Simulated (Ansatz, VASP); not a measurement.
# RbSrBr3 in VASP and in Ansatz

```
CELL_PARAMETERS angstrom
6.24338 0.00000 0.00000
0.00000 5.94608 0.00000
0.00000 0.00000 5.94608
ATOMIC_POSITIONS crystal
Rb 0.00000 0.00000 0.00000
Sr 0.50000 0.50000 0.50000
Br 0.50000 0.50000 0.00000
Br 0.50000 0.00000 0.50000
Br 0.00000 0.50000 0.50000
```

Change from the starting cell: uniaxial_x strain +5.0%.

Alike in both runs: task single point; functional r2SCAN; k mesh 4 × 4 × 4; no spin polarisation.

|  | VASP | Ansatz |
| --- | --- | --- |
| version | VASP 6.6.1 | Ansatz 0.2.0 |
| potentials or method | VASP PAW PBE potentials, release 64 (Rb_sv, Sr_sv, Br) | plane waves, PAW |
| plane-wave cutoff (eV) | 520 | 500 |
| occupations | gaussian, width 0.01 eV | fixed |
| valence electrons in the cell | 40 | 40 |

VASP gave:

- gap on the k mesh at the Fermi level (eV): 4.48
- pressure (GPa): -0.7
- traceless stress, the component that is largest in VASP (GPa): -1.01

**Question.** What did Ansatz give for the same quantities?

**Answer.** gap on the k mesh at the Fermi level (eV): 4.48; pressure (GPa): -0.7; traceless stress, the component that is largest in VASP (GPa): -0.99.

VASP's potentials were made for PBE, not for r2SCAN.
